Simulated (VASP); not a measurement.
# GaN in VASP: a series of runs, part 2 of 2

VASP 6.6.1.

## (3) Single point, r2SCAN (epitaxial xy strain -3.8%)

POSCAR reads:

```
GaN
1.0
    0.0000000000      2.1646168212      2.3350997714
    2.1646168212      0.0000000000      2.3350997714
    2.1646168212      2.1646168212      0.0000000000
Ga N
1 1
Direct
    0.0000000000      0.0000000000      0.0000000000
    0.2500000000      0.2500000000      0.2500000000
```

INCAR.step1 reads:

```
PREC = Accurate
ENCUT = 910
ISMEAR = 0
SIGMA = 0.01
LREAL = False
LASPH = True
NELM = 120
NBANDS = 16
GGA = PE
ALGO = Normal
EDIFF = 1E-5
LWAVE = True
LCHARG = False
GGA_COMPAT = False
```

INCAR.step2 reads:

```
PREC = Accurate
ENCUT = 910
EDIFF = 1E-6
ISMEAR = 0
SIGMA = 0.01
LREAL = False
LASPH = True
NELM = 120
ALGO = Normal
ISIF = 2
LWAVE = False
LCHARG = False
METAGGA = R2SCAN
LMIXTAU = True
NBANDS = 16
ISTART = 1
GGA_COMPAT = False
```

KPOINTS reads:

```
regular mesh
0
Gamma
  10 10 10
```

Potentials or basis: VASP PAW PBE potentials, release 64 (Ga_d, N_h).

Started as:

```console
$ cat potpaw_PBE.64/Ga_d/POTCAR potpaw_PBE.64/N_h/POTCAR > POTCAR
$ cp INCAR.step1 INCAR
$ mpirun -np 1 vasp_std > vasp.out
$ cp INCAR.step2 INCAR
$ mpirun -np 1 vasp_std > vasp.out
```

OUTCAR:

```text
PREC = Accurate
   ENCUT = 910
   EDIFF = 1E-6
   ISMEAR = 0
   LREAL = False
   LASPH = True
   NELM = 120
   ISIF = 2
   METAGGA = R2SCAN
   ISTART = 1

 ion  position               nearest neighbor table
   1  0.000  0.000  0.000-   2 1.93   2 1.93   2 1.93   2 1.93
   2  0.250  0.250  0.250-   1 1.93   1 1.93   1 1.93   1 1.93

  LATTYP: Found a body centered tetragonal cell.
 ALAT       =     3.0612304659
 C/A-ratio  =     1.5255955391

  Lattice vectors:

 A1 = (  -2.1646168212,   0.0000000000,   2.3350997714)
 A2 = (   2.1646168212,   0.0000000000,   2.3350997714)
 A3 = (   0.0000000000,   2.1646168212,  -2.3350997714)

Analysis of symmetry for initial positions (statically):
=====================================================================
 Subroutine PRICEL returns:
 Original cell was already a primitive cell.

 Routine SETGRP: Setting up the symmetry group for a
 body centered tetragonal supercell.

 Subroutine GETGRP returns: Found  8 space group operations
 (whereof  8 operations were pure point group operations)
 out of a pool of 16 trial point group operations.

[... 156 lines left out ...]
  ext. energy  EPLUGINS =         0.00000000
  ---------------------------------------------------
  free energy    TOTEN  =       -21.83032751 eV

  energy without entropy =      -21.83032751  energy(sigma->0) =      -21.83032751

 E-fermi :   6.0821     XC(G=0): -12.8993

 val. band max:        5.9656735401   @ k =   0.0000   0.0000   0.0000
 cond. band min:       8.2240073750   @ k =   0.0000   0.0000   0.0000
 fundamental gap:      2.2583338350
 Fermi energy:         6.0821338486

 k-point     1 :       0.0000    0.0000    0.0000
  band No.  band energies     occupation
      1     -11.2916      2.00000
      2      -8.1184      2.00000
      3      -8.0257      2.00000
      4      -8.0255      2.00000
      5      -7.6658      2.00000
      6      -7.6593      2.00000
[... 433 lines left out ...]
      3      -7.7753      2.00000
      4      -7.7739      2.00000
      5      -7.6105      2.00000
      6      -7.0496      2.00000
[... 8 lines left out ...]
     15      30.2058      0.00000
     16      30.3029      0.00000

 [... further k-points ...]
[... 5 lines left out ...]
  --------------------------------------------------------------------------------------
  -------------------------------------------------------------------------------------
  Total        1.7419273      1.7419273      0.1651487      0.0000000      0.0000000      0.0000000
  in kB      127.5390292    127.5390292     12.0917226      0.0000000      0.0000000      0.0000000
  external PRESSURE =      89.0565936 kB  Pullay stress =       0.0000000 kB

 VOLUME and BASIS-vectors are now :
 -----------------------------------------------------------------------------
  energy-cutoff  :      910.00
  volume of cell :       21.88
      direct lattice vectors                 reciprocal lattice vectors
     0.000000000  2.164616821  2.335099771    -0.230987764  0.230987764  0.214123613
     2.164616821  0.000000000  2.335099771     0.230987764 -0.230987764  0.214123613
     2.164616821  2.164616821  0.000000000     0.230987764  0.230987764 -0.214123613

 POSITION                                       TOTAL-FORCE (eV/Angst)
 -----------------------------------------------------------------------------------
      0.00000      0.00000      0.00000         0.000000      0.000000      0.000000
      1.08231      1.08231      1.16755        -0.000000     -0.000000     -0.000000
 -----------------------------------------------------------------------------------
    total drift:                                0.000125      0.000125      0.000313

  FREE ENERGIE OF THE ION-ELECTRON SYSTEM (eV)
  ---------------------------------------------------
  free  energy   TOTEN  =       -21.8303275076 eV

  energy  without entropy=      -21.8303275076  energy(sigma->0) =      -21.83032751
```

OUTCAR.step1:

```text
PREC = Accurate
   ENCUT = 910
   ISMEAR = 0
   LREAL = False
   LASPH = True
[... 678 lines left out ...]
      0.00000      0.00000      0.00000         0.000000      0.000000      0.000000
      1.08231      1.08231      1.16755        -0.000000     -0.000000     -0.000000
 -----------------------------------------------------------------------------------
    total drift:                               -0.000000     -0.000000     -0.000008

  FREE ENERGIE OF THE ION-ELECTRON SYSTEM (eV)
  ---------------------------------------------------
  free  energy   TOTEN  =       -12.0555185892 eV

  energy  without entropy=      -12.0555185892  energy(sigma->0) =      -12.05551859
```

OSZICAR.step1:

```text
N       E                     dE             d eps       ncg     rms          rms(c)
DAV:   1     0.113806490299E+03    0.11381E+03   -0.12412E+04  3608   0.280E+03
DAV:   2    -0.291888604600E+01   -0.11673E+03   -0.10759E+03  3696   0.431E+02
DAV:   3    -0.139309006754E+02   -0.11012E+02   -0.10864E+02  3728   0.940E+01
DAV:   4    -0.141201079559E+02   -0.18921E+00   -0.18906E+00  4192   0.126E+01
DAV:   5    -0.141226262768E+02   -0.25183E-02   -0.25183E-02  3968   0.132E+00    0.783E+00
DAV:   6    -0.120581017843E+02    0.20645E+01   -0.49373E+00  4920   0.410E+01    0.204E+00
DAV:   7    -0.120621141862E+02   -0.40124E-02   -0.28119E-01  3616   0.591E+00    0.133E+00
DAV:   8    -0.120574261886E+02    0.46880E-02   -0.44881E-02  3816   0.313E+00    0.329E-01
DAV:   9    -0.120553645399E+02    0.20616E-02   -0.81475E-03  4800   0.235E+00    0.801E-02
DAV:  10    -0.120555428094E+02   -0.17827E-03   -0.84229E-04  4240   0.459E-01    0.355E-02
DAV:  11    -0.120555171028E+02    0.25707E-04   -0.14002E-04  4864   0.187E-01    0.735E-03
DAV:  12    -0.120555185892E+02   -0.14864E-05   -0.15210E-05  3464   0.550E-02
   1 F= -.12055519E+02 E0= -.12055519E+02  d E =-.174281E-81
```

Wall time 3.2 min (1 thread of Intel Xeon Platinum 8259CL at 2.50GHz (Skylake/Cascade Lake), shared host); peak memory 0.24 GiB.

Results:

- Free energy: -21.8303 eV
- Pressure: 8.9 GPa
- Band gap on the k mesh: 2.26 eV, direct

Levels at points of the mesh, in eV from the valence-band top:
```
           k point  band 5  band 6  band 7  band 8  band 9  band 10  band 11  band 12  band 13  band 14
(0.00, 0.00, 0.00)  -13.63  -13.62   -0.42    0.00    0.00     2.26    11.13    11.13    11.35    18.34
(0.50, 0.00, 0.00)  -13.55  -12.49   -7.58   -1.51   -0.87     5.16     9.56    10.75    11.74    16.66
(0.50, 0.50, 0.00)  -13.56  -12.39   -7.11   -2.66   -2.65     4.06     8.23    12.03    15.58    15.58
(0.50, 0.00, 0.50)  -13.53  -11.98   -6.24   -3.28   -3.23     3.50     6.96    13.15    14.15    16.14
```

Caveat: the cell differs from its parent crystal (epitaxial xy strain -3.8%); the cutoff is under 1.25 times the usual one of these potentials, so pressure, stress and relaxed cells hold a basis-set (Pulay) error; the PAW data sets were made with another functional, which shifts forces and pressure a little.
